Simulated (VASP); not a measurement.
# H2CO2 in VASP: notebook, part 2 of 2

VASP 6.6.1.

### 3 Single point, LDA

INCAR

```
SYSTEM = H2CO2
PREC     = Accurate       ! precision mode
ENCUT    = 520            ! plane-wave cutoff, eV
EDIFF    = 1E-7           ! SCF threshold, eV
ISMEAR   = -1             ! smearing method
SIGMA    = 0.05           ! smearing width, eV
LREAL    = Auto         
LASPH    = .TRUE.         ! aspherical terms in the spheres
NELM     = 80             ! most SCF steps
ALGO     = Normal         ! electronic algorithm
ISIF     = 2              ! what is computed and relaxed
LWAVE    = .FALSE.        ! write WAVECAR
LCHARG   = .TRUE.         ! write CHGCAR
LELF     = .TRUE.         ! ELF
LVHAR    = .TRUE.       
NBANDS   = 98             ! bands
```

KPOINTS

```
regular mesh
0
G
  1 1 1
  0 0 0
```

POSCAR

```
H2CO2
1.0
    7.9581140000      0.0000000000      0.0000000000
    0.0000000000      7.9581140000      0.0000000000
    0.0000000000      0.0000000000      7.9581140000
O C H
16 8 16
Direct
    0.2960249124      0.3803539381      1.0384746939
    0.2314241791      0.3476828806      0.7656587981
    0.5439731072      0.7559580071      0.7497756378
    0.4834562561      0.5879910743      0.9583929057
    0.7059210260      0.2333216136      0.5971641019
    0.7993476846      0.1602012738      0.3482357755
    0.0135459231      0.8163115030      0.7500395194
    0.2055512148      0.9398960608      0.9162723731
    0.6022029843      0.7750580100      0.3975313749
    0.6429664114      0.5227117882      0.4677992801
    0.0643494175      0.0486044809      0.1923822654
    0.2058904911      0.0603032327      0.4319616432
    0.1940912131      0.5999914050      0.6236150927
    0.2010652273      0.4669322405      0.3718092000
    0.7306128060      0.3026345187      0.9225552687
    0.6044899583      0.0558298109      0.8969838834
    0.2096350970      0.3152003100      0.9195143472
    0.5079972466      0.6145677230      0.8124035418
    0.7545380727      0.1219133076      0.4885579674
    0.0634321147      0.9375588236      0.8546497323
    0.6177845655      0.6230245005      0.3577103821
    0.1995950297      0.0281599384      0.2830947131
    0.1931739103      0.5886947586      0.4609006606
    0.6527425971      0.1649637087      0.9813003433
    0.4041284154      0.4644819112      1.0057785048
    0.1100637664      0.2265737837      0.9483654042
    0.5599693596      0.8573011143      0.8276458467
    0.4970273107      0.5076328386      0.7271572134
    0.6848984571      0.3389496557      0.5313696185
    0.7598408367     -0.0003267106      0.5468758050
    0.1119988982      0.7517610328      0.7025533939
   -0.0301453334      1.0376076543      0.8940686198
    0.6229491058      0.7795314317      0.5200729721
    0.5855533107      0.5990489706      0.2268753627
   -0.0324951364      0.0881741578      0.2726148432
    0.3227020875      0.0018974345      0.2040181882
    0.2421930623      0.4737554652      0.6879016812
    0.1327450197      0.7125055007      0.4117935481
    0.6996004330      0.2872791217      0.8028032773
    0.6109487750      0.1719879861      1.1196371402
```

Potentials or basis: VASP PAW LDA potentials, release 64 (O, C, H).

Command:

```sh
$ cat potpaw_LDA.64/O/POTCAR potpaw_LDA.64/C/POTCAR potpaw_LDA.64/H/POTCAR > POTCAR
$ mpirun -np 1 vasp_gam > vasp.out
```

It took 84 s on 1 thread of Intel Xeon Platinum 8375C at 2.90GHz (Ice Lake), shared host; peak memory 0.36 GiB.

It converged, with:

```yaml
Free_energy: -257.3382 eV
Pressure: 2.2 GPa
Largest_force: 5.853 eV/Å
Band_gap_on_the_k_mesh: 3.18 eV
```

Forces in eV/Å, atoms in the order of the input:
```
O   -0.562 -1.391  0.206
O    0.060 -1.254  0.695
O    0.886  1.874 -0.944
O    0.528  1.061  3.217
O   -0.744  0.409  0.382
O   -0.003 -0.231 -0.730
O   -1.137  2.076  0.689
O   -0.893  0.191 -0.888
O    0.034  3.566 -0.083
O    0.777 -2.528  1.234
O   -1.273  0.075  0.267
O    0.106 -0.577  0.493
O    1.835 -0.645  0.654
O    1.081 -0.690 -0.038
O   -0.760 -0.644  0.650
O   -1.203 -4.337 -3.326
C    1.175  1.248 -0.631
C   -0.085 -0.983 -1.523
C    0.691  0.227  0.332
C    1.642 -0.880  0.405
C   -0.914 -1.253 -0.826
C    1.951  0.965 -0.411
C   -2.968  1.894 -1.053
C    0.086  3.785  4.463
H   -1.082 -0.452 -0.313
H   -0.242 -0.291  0.671
H   -0.313 -0.085  0.100
H    0.077  0.044 -0.855
H   -0.046  1.245 -0.398
H    0.207 -1.089  0.101
H    0.306 -0.694  0.023
H   -0.028 -0.753 -0.502
H   -0.310  0.200  0.651
H    0.232 -0.367 -0.663
H    0.563 -0.267 -0.754
H   -1.650 -0.092  0.615
H   -0.904  0.771 -0.019
H    0.960 -0.441 -0.110
H    0.880  0.159 -1.037
H    1.041  0.151 -0.746
```

Stress tensor (GPa, compression positive):
```
-1.44  0.40 -0.08
 0.40  4.08 -0.30
-0.08 -0.30  4.04
```

Levels at points of the mesh, in eV from the valence-band top:
| k point | band 70 | band 71 | band 72 | band 73 | band 74 | band 75 |
| --- | --- | --- | --- | --- | --- | --- |
| (0.00, 0.00, 0.00) | -0.52 | -0.14 | 0.00 | 3.18 | 3.38 | 3.67 |

Caveat: the k points lie up to 0.79 Å⁻¹ apart; the atoms stand as in a frame of molecular dynamics.

### 4 Single point, LDA

INCAR

```
PREC = Accurate ; ENCUT = 520
EDIFF = 1E-6 ; ISMEAR = -1
SIGMA = 0.05 ; LREAL = Auto
LASPH = T ; NELM = 80
ALGO = Normal ; ISIF = 2
LWAVE = F ; LCHARG = T
GGA = CA ; LELF = T
LVHAR = T ; NBANDS = 98
```

KPOINTS

```
Automatic mesh
0
Gamma
  1 1 1
```

POSCAR

```
H2CO2
1.0
    7.9581140000      0.0000000000      0.0000000000
    0.0000000000      7.9581140000      0.0000000000
    0.0000000000      0.0000000000      7.9581140000
O C H
16 8 16
Direct
    0.2951453070      0.3683159100      1.0435387078
    0.2261842442      0.3421413667      0.7726328122
    0.5430935018      0.7677070220      0.7515725460
    0.4890731648      0.6045904846      0.9688099467
    0.6963333272      0.2457114839      0.5837438368
    0.7993225531      0.1520083779      0.3390501820
    0.0020482240      0.8021624219      0.7496248483
    0.2004495035      0.9312382306      0.9045107924
    0.6210642371      0.7871086039      0.4014393360
    0.6373118053      0.5260417230      0.4824384270
    0.0778827747      0.0380115188      0.1821788429
    0.2134676633      0.0351842158      0.4297249323
    0.2142593082      0.6018762737      0.6203354212
    0.1967300293      0.4608880948      0.3865111759
    0.7299216875      0.2890508982      0.9186473076
    0.6086492352      0.0346815841      0.8915428957
    0.1987405559      0.3106514936      0.9258475061
    0.5210405380      0.6237156191      0.8209608457
    0.7622283370      0.1299302825      0.4844615194
    0.0635326410      0.9235228347      0.8491710473
    0.6108356829      0.6312299623      0.3769988718
    0.2080769388      0.0286374385      0.2807323444
    0.1942671341      0.5968876545      0.4641803322
    0.6491362149      0.1572860102      0.9692497494
    0.3754784111      0.4630996741      1.0262984421
    0.1047986998      0.2197002958      0.9662716568
    0.5385195538      0.8716135506      0.8253463069
    0.5425531728      0.5159765241      0.7370213596
    0.6711389156      0.3583638033      0.5170069190
    0.7826854453      0.0195146740      0.5629725837
    0.0898705397      0.7233623444      0.7083713553
   -0.0272175040      1.0137452165      0.9020981604
    0.5962844966      0.8137480815      0.5226363935
    0.5964101545      0.6015746947      0.2466036551
   -0.0276070436      0.0695013919      0.2407354305
    0.3214329425      0.0073132906      0.1825935140
    0.2129273343      0.4756026365      0.6544264131
    0.1895298308      0.7218167521      0.3869384128
    0.7408916233      0.2693728690      0.8006042638
    0.6132985780      0.1617468662      1.1106274678
```

Command:

```sh
$ cat potpaw_LDA.64/O/POTCAR potpaw_LDA.64/C/POTCAR potpaw_LDA.64/H/POTCAR > POTCAR
$ mpirun -np 1 vasp_gam > vasp.out
```

It took 87 s on 1 thread of Intel Xeon Platinum 8375C at 2.90GHz (Ice Lake), shared host; peak memory 0.35 GiB.

The run converged. Its results:

* Free energy: -257.8579 eV
* Pressure: 2.4 GPa
* Largest force: 6.188 eV/Å
* Band gap on the k mesh: 3.74 eV

Forces in eV/Å, atoms in the order of the input:
```
O   -1.640 -1.555  1.254
O   -0.938 -0.708  1.696
O    0.166  0.493 -1.408
O   -0.381  0.223  1.370
O    0.067  0.147 -0.592
O    0.161 -0.129 -0.851
O   -1.007  1.572  0.565
O    3.483 -0.137  0.259
O   -0.923  2.999  0.882
O   -0.211 -1.023  1.643
O   -1.220  0.330 -0.473
O    0.017 -0.038  1.773
O    0.037  0.721  2.653
O   -0.296  1.709  0.628
O    0.040  0.277  1.249
O    0.050 -0.827 -1.686
C    2.260  1.092 -2.277
C    0.307 -0.548  0.000
C   -0.123  0.830  1.363
C   -2.103 -1.188 -0.514
C    0.917 -1.251 -1.407
C    2.336 -0.439 -3.061
C    0.308 -1.108 -6.080
C   -1.261  0.117  4.339
H    0.754  0.675 -1.089
H   -0.353 -0.158  0.355
H    0.024  0.172  0.432
H   -0.173  0.015 -0.304
H    0.003 -0.214  0.164
H    0.358 -0.982 -0.104
H    0.718 -0.168  0.019
H   -0.986  0.078 -0.566
H    0.403 -0.198  0.310
H   -0.361 -0.417 -1.362
H   -0.612  0.159  0.727
H   -0.959  0.212  1.590
H    0.297 -0.349  1.255
H   -0.143 -0.872  1.232
H    0.456  0.137 -2.803
H    0.527  0.348 -1.179
```

Stress tensor (GPa, compression positive):
```
 1.14 -0.18  0.60
-0.18  2.19 -0.30
 0.60 -0.30  3.89
```

Levels at points of the mesh, in eV from the valence-band top:
```
           k point  band 68  band 69  band 70  band 71  band 72  band 73  band 74  band 75  band 76  band 77
(0.00, 0.00, 0.00)    -1.00    -0.72    -0.37    -0.15     0.00     3.74     3.95     4.15     4.31     4.44
```

Caveat: the k points lie up to 0.79 Å⁻¹ apart; the atoms stand as in a frame of molecular dynamics.

### 5 Overview

```tsv
cell	gap on the mesh (eV)	pressure (GPa)	largest force (eV/Å)
as given, atomic positions A	3.16	-0.8	6.85
as given, atomic positions B	3.18	2.2	5.85
as given, atomic positions C	3.74	2.4	6.19
```

Alike in all rows: task single point; level LDA; potentials or basis VASP PAW LDA potentials, release 64 (O, C, H); no spin polarisation; k mesh 1 × 1 × 1; cutoff (eV) 520; smearing fermi-dirac 0.05 eV.

Caveats: all runs use coarse meshes; the atoms stand as in a frame of molecular dynamics.

Absolute energies hang on the potentials; compare differences alone.
